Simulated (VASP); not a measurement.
# KBr (Fm-3m) in VASP: single point with PBEsol

Aim: the single point of KBr with PBEsol.

Everything below comes from runs of VASP 6.6.1. Logs are shortened: lines on timing, memory, paths and dates and some standing lists are left out, and cuts for length are marked.

### 1 The cell of the first run

Symmetry: Fm-3m, No. 225, cubic system. Conventional cell: a = 6.600 Å, b = 6.600 Å, c = 6.600 Å, α = 90.00°, β = 90.00°, γ = 90.00°. K (site symmetry m-3m) has 6 Br at 3.30 Å within 4.3 Å. Within 4.3 Å of Br (site symmetry m-3m) lie 6 K at 3.30 Å.

### 2 Single point, PBEsol

The input, INCAR:

```
SYSTEM = KBr
  PREC = Accurate
  ENCUT = 500
  EDIFF = 1E-6
  ISMEAR = 0
  SIGMA = 0.01
  LREAL = .False.
  LASPH = .True.
  NELM = 120
  ALGO = Normal
  ISIF = 2
  LWAVE = .False.
  LCHARG = .False.
  GGA = PS
  NBANDS = 15
  GGA_COMPAT = .False.
```

The input, KPOINTS:

```
Automatic mesh
0
Gamma
  5 5 5
  0 0 0
```

The input, POSCAR:

```
KBr
1.0
    0.0000000000      3.3000000000      3.3000000000
    3.3000000000      0.0000000000      3.3000000000
    3.3000000000      3.3000000000      0.0000000000
K Br
1 1
Direct
    0.0000000000      0.0000000000      0.0000000000
    0.5000000000      0.5000000000      0.5000000000
```

Potentials or basis: VASP PAW PBE potentials, release 64 (K_sv, Br).

Launch:

```console
> cat potpaw_PBE.64/K_sv/POTCAR potpaw_PBE.64/Br/POTCAR > POTCAR
> mpirun -np 1 vasp_std > vasp.out
```

OUTCAR:

```text
SYSTEM = KBr
   PREC = Accurate
   ENCUT = 500
   EDIFF = 1E-6
   ISMEAR = 0
   LREAL = .False.
   LASPH = .True.
   NELM = 120
   ISIF = 2
   GGA = PS

 ion  position               nearest neighbor table
   1  0.000  0.000  0.000-   2 3.30   2 3.30   2 3.30   2 3.30   2 3.30   2 3.30
   2  0.500  0.500  0.500-   1 3.30   1 3.30   1 3.30   1 3.30   1 3.30   1 3.30

  LATTYP: Found a face centered cubic cell.
 ALAT       =     6.6000000000

  Lattice vectors:

 A1 = (   0.0000000000,   3.3000000000,   3.3000000000)
 A2 = (   3.3000000000,   0.0000000000,   3.3000000000)
 A3 = (   3.3000000000,   3.3000000000,   0.0000000000)

Analysis of symmetry for initial positions (statically):
=====================================================================
 Subroutine PRICEL returns:
 Original cell was already a primitive cell.

 Routine SETGRP: Setting up the symmetry group for a
 face centered cubic supercell.

 Subroutine GETGRP returns: Found 48 space group operations
 (whereof 48 operations were pure point group operations)
 out of a pool of 48 trial point group operations.

The static configuration has the point symmetry O_h .

Analysis of symmetry for dynamics (positions and initial velocities):
=====================================================================
 Subroutine PRICEL returns:
 Original cell was already a primitive cell.

 Routine SETGRP: Setting up the symmetry group for a
 face centered cubic supercell.

 Subroutine GETGRP returns: Found 48 space group operations
 (whereof 48 operations were pure point group operations)
 out of a pool of 48 trial point group operations.

The dynamic configuration has the point symmetry O_h .

 Subroutine INISYM returns: Found 48 space group operations
 (whereof 48 operations are pure point group operations),
 and found     1 'primitive' translations

----------------------------------------------------------------------------------------

                                     Primitive cell

  volume of cell :      71.8740

  direct lattice vectors                    reciprocal lattice vectors
     0.000000000  3.300000000  3.300000000    -0.151515152  0.151515152  0.151515152
     3.300000000  0.000000000  3.300000000     0.151515152 -0.151515152  0.151515152
     3.300000000  3.300000000  0.000000000     0.151515152  0.151515152 -0.151515152

  length of vectors
     4.666904756  4.666904756  4.666904756     0.262431941  0.262431941  0.262431941

  position of ions in fractional coordinates (direct lattice)
     0.000000000  0.000000000  0.000000000
     0.500000000  0.500000000  0.500000000

  ion indices of the primitive-cell ions
   primitive index   ion index
                 1           1
                 2           2

----------------------------------------------------------------------------------------

 KPOINTS: Automatic mesh

Automatic generation of k-mesh.
 Grid dimensions read from file:
 generate k-points for:    5    5    5

 Generating k-lattice:

  Cartesian coordinates                     Fractional coordinates (reciprocal lattice)
    -0.030303030  0.030303030  0.030303030     0.200000000  0.000000000  0.000000000
     0.030303030 -0.030303030  0.030303030     0.000000000  0.200000000  0.000000000
     0.030303030  0.030303030 -0.030303030     0.000000000  0.000000000  0.200000000

  Length of vectors
     0.052486388  0.052486388  0.052486388

  Shift w.r.t. Gamma in fractional coordinates (k-lattice)
     0.000000000  0.000000000  0.000000000

 Subroutine IBZKPT returns following result:
 ===========================================

 Found     10 irreducible k-points:

 Following reciprocal coordinates:
            Coordinates               Weight
  0.000000  0.000000  0.000000      1.000000
  0.200000  0.000000  0.000000      8.000000
  0.400000  0.000000  0.000000      8.000000
  0.200000  0.200000  0.000000      6.000000
  0.400000  0.200000  0.000000     24.000000
 -0.400000  0.200000  0.000000     24.000000
 -0.200000  0.200000  0.000000     12.000000
  0.400000  0.400000  0.000000      6.000000
 -0.400000  0.400000  0.000000     12.000000
 -0.400000  0.400000  0.200000     24.000000
   k-points           NKPTS =     10   k-points in BZ     NKDIM =     10   number of bands    NBANDS=     15
   number of dos      NEDOS =    301   number of ions     NIONS =      2
   total plane-waves  NPLWV =  46656
   dimension x,y,z NGX =    36 NGY =   36 NGZ =   36
   dimension x,y,z NGXF=    72 NGYF=   72 NGZF=   72
   ions per type =               1   1
   NGX,Y,Z   is equivalent  to a cutoff of  12.82, 12.82, 12.82 a.u.
   NGXF,Y,Z  is equivalent  to a cutoff of  25.65, 25.65, 25.65 a.u.
 SYSTEM =  KBr
   PREC   = accura    normal or accurate (medium, high low for compatibility)
   ISTART =      0    job   : 0-new  1-cont  2-samecut
   ICHARG =      2    charge: 1-file 2-atom 10-const
   ISPIN  =      1    spin polarized calculation?
   LNONCOLLINEAR =      F non collinear calculations
   LSORBIT =      F    spin-orbit coupling
   LASPH  =      T    aspherical Exc in radial PAW
   ENCUT  =  500.0 eV  36.75 Ry    6.06 a.u.   8.51  8.51  8.51*2*pi/ulx,y,z
   NELM   =    120;   NELMIN=  2; NELMDL= -5     # of ELM steps
   EDIFF  = 0.1E-05   stopping-criterion for ELM
   LREAL  =      F    real-space projection
   EDIFFG = 0.1E-04   stopping-criterion for IOM
   NSW    =      0    number of steps for IOM
   IBRION =     -1    ionic relax: 0-MD 1-quasi-New 2-CG
   NFREE  =      0    steps in history (QN), initial steepest desc. (CG)
   ISIF   =      2    stress and relaxation
   ISYM   =      2    0-nonsym 1-usesym 2-fastsym
   POTIM  = 0.5000    time-step for ionic-motion
   TEBEG  =    0.0;   TEEND  =   0.0 temperature during run
   PSTRESS=    0.0 pullay stress
   NELECT =      16.0000    total number of electrons
   NUPDOWN=      -1.0000    fix difference up-down
   EMIN   =  10.00;   EMAX   =-10.00  energy-range for DOS
   EFERMI =   0.00;   METHOD = LEGACY
   ISMEAR =     0;   SIGMA  =   0.01  broadening in eV -4-tet -1-fermi 0-gaus
   EFERMI_NEDOS =   21; number of points for ismear=-14 and -15
   IALGO  =     38    algorithm
   IMIX   =      4    mixing-type and parameters
     AMIX     =   0.40;   BMIX     =  1.00
     AMIX_MAG =   1.60;   BMIX_MAG =  1.00
  volume/ion in A,a.u.               =      35.94       242.51
  Fermi-wavevector in a.u.,A,eV,Ry     =   0.992181  1.874950 13.393889  0.984423
  Thomas-Fermi vector in A             =   2.123975
   LORBIT       =      0    0 simple, 1 ext, 2 COOP (PROOUT), +10 PAW based schemes
   GGA     = PS    functional components
   LHFCALC =     F    Hartree Fock is set to
   AEXX    =    0.0000 exact exchange contribution
   IVDW    =     0    specifies the selected vdW correction
   LEPSILON=     F    determine dielectric tensor
   LRPA    =     F    only Hartree local field effects (RPA)
 non-spin polarized calculation
 Gauss-broadening in eV      SIGMA  =   0.01
  energy-cutoff  :      500.00
  volume of cell :       71.87
 maximum number of plane-waves:      1849
 NGX is ok and might be reduce to    36
   NGX = 17   NGY = 17   NGZ = 17

 number of electron      15.9999997 magnetization

 Free energy of the ion-electron system (eV)
  ---------------------------------------------------
  ext. energy  EPLUGINS =         0.00000000
  ---------------------------------------------------
  free energy    TOTEN  =        -6.45871884 eV

  energy without entropy =       -6.45871884  energy(sigma->0) =       -6.45871884

 E-fermi :  -1.7010     XC(G=0):  -7.5454

 val. band max:       -1.8263873967   @ k =   0.0000   0.0000   0.0000
 cond. band min:       2.4522382949   @ k =   0.0000   0.0000   0.0000
 fundamental gap:      4.2786256915
 Fermi energy:        -1.7009740377

 k-point     1 :       0.0000    0.0000    0.0000
  band No.  band energies     occupation
      1     -29.4389      2.00000
      2     -14.1326      2.00000
      3     -12.9813      2.00000
      4     -12.9813      2.00000
      5     -12.9813      2.00000
      6      -1.8264      2.00000
      7      -1.8264      2.00000
      8      -1.8264      2.00000
      9       2.4522      0.00000
     10       5.7024      0.00000
     11       5.7024      0.00000
     12       5.7024      0.00000
     13       6.5406      0.00000
     14       6.5406      0.00000
     15       9.5650      0.00000

 k-point     2 :       0.2000    0.0000    0.0000
  band No.  band energies     occupation
      1     -29.4369      2.00000
      2     -14.1944      2.00000
      3     -12.9833      2.00000
      4     -12.9833      2.00000
      5     -12.8953      2.00000
      6      -2.3302      2.00000
      7      -1.9506      2.00000
      8      -1.9506      2.00000
      9       3.3541      0.00000
     10       5.5285      0.00000
     11       6.1670      0.00000
     12       6.1670      0.00000
     13       7.0515      0.00000
     14       7.0515      0.00000
     15      10.6690      0.00000

 k-point     3 :       0.4000    0.0000    0.0000
  band No.  band energies     occupation
      1     -29.4336      2.00000
      2     -14.2803      2.00000
      3     -12.9865      2.00000
      4     -12.9865      2.00000
      5     -12.7693      2.00000
      6      -2.9442      2.00000
      7      -2.1366      2.00000
      8      -2.1366      2.00000
      9       4.4783      0.00000
     10       6.0687      0.00000
     11       7.3533      0.00000
     12       7.3533      0.00000
     13       8.1315      0.00000
     14       8.1315      0.00000
     15       9.2392      0.00000
[... 91 lines left out ...]
 k-point     9 :      -0.4000    0.4000    0.0000
  band No.  band energies     occupation
      1     -29.4314      2.00000
      2     -14.0986      2.00000
      3     -13.0651      2.00000
      4     -13.0108      2.00000
      5     -12.9462      2.00000
      6      -2.5811      2.00000
      7      -2.3776      2.00000
      8      -2.1511      2.00000
      9       4.4167      0.00000
     10       5.9130      0.00000
     11       6.7750      0.00000
     12       7.4364      0.00000
     13       7.9058      0.00000
     14       8.5571      0.00000
     15       9.5016      0.00000

 k-point    10 :      -0.4000    0.4000    0.2000
  band No.  band energies     occupation
      1     -29.4317      2.00000
      2     -14.1507      2.00000
      3     -13.0341      2.00000
      4     -13.0266      2.00000
      5     -12.8848      2.00000
      6      -2.6385      2.00000
      7      -2.3130      2.00000
      8      -2.2550      2.00000
      9       5.0287      0.00000
     10       5.6150      0.00000
     11       6.4843      0.00000
     12       7.5333      0.00000
     13       8.3566      0.00000
     14       8.4811      0.00000
     15       9.3171      0.00000

------------------------ aborting loop because EDIFF is reached ----------------------------------------

  FORCE on cell =-STRESS in cart. coord.  units (eV):
  Direction    XX          YY          ZZ          XY          YZ          ZX
  --------------------------------------------------------------------------------------
  -------------------------------------------------------------------------------------
  Total       -0.1274212     -0.1274212     -0.1274212     -0.0000000     -0.0000000     -0.0000000
  in kB       -2.8404064     -2.8404064     -2.8404064     -0.0000000     -0.0000000     -0.0000000
  external PRESSURE =      -2.8404064 kB  Pullay stress =       0.0000000 kB

 VOLUME and BASIS-vectors are now :
 -----------------------------------------------------------------------------
  energy-cutoff  :      500.00
  volume of cell :       71.87
      direct lattice vectors                 reciprocal lattice vectors
     0.000000000  3.300000000  3.300000000    -0.151515152  0.151515152  0.151515152
     3.300000000  0.000000000  3.300000000     0.151515152 -0.151515152  0.151515152
     3.300000000  3.300000000  0.000000000     0.151515152  0.151515152 -0.151515152

 POSITION                                       TOTAL-FORCE (eV/Angst)
 -----------------------------------------------------------------------------------
      0.00000      0.00000      0.00000        -0.000000      0.000000      0.000000
      3.30000      3.30000      3.30000         0.000000     -0.000000     -0.000000
 -----------------------------------------------------------------------------------
    total drift:                                0.000000      0.000000      0.000000

  FREE ENERGIE OF THE ION-ELECTRON SYSTEM (eV)
  ---------------------------------------------------
  free  energy   TOTEN  =        -6.4587188386 eV

  energy  without entropy=       -6.4587188386  energy(sigma->0) =       -6.45871884
```

Wall time 14 s (1 thread of AMD EPYC 7R43 (Zen 3), shared host); peak memory 0.17 GiB.

Results:

```
Free energy            : -6.4587 eV
Pressure               : -0.3 GPa
Band gap on the k mesh : 4.28 eV, direct
```

Caveat: the PAW data sets were made with another functional, which shifts forces and pressure a little.
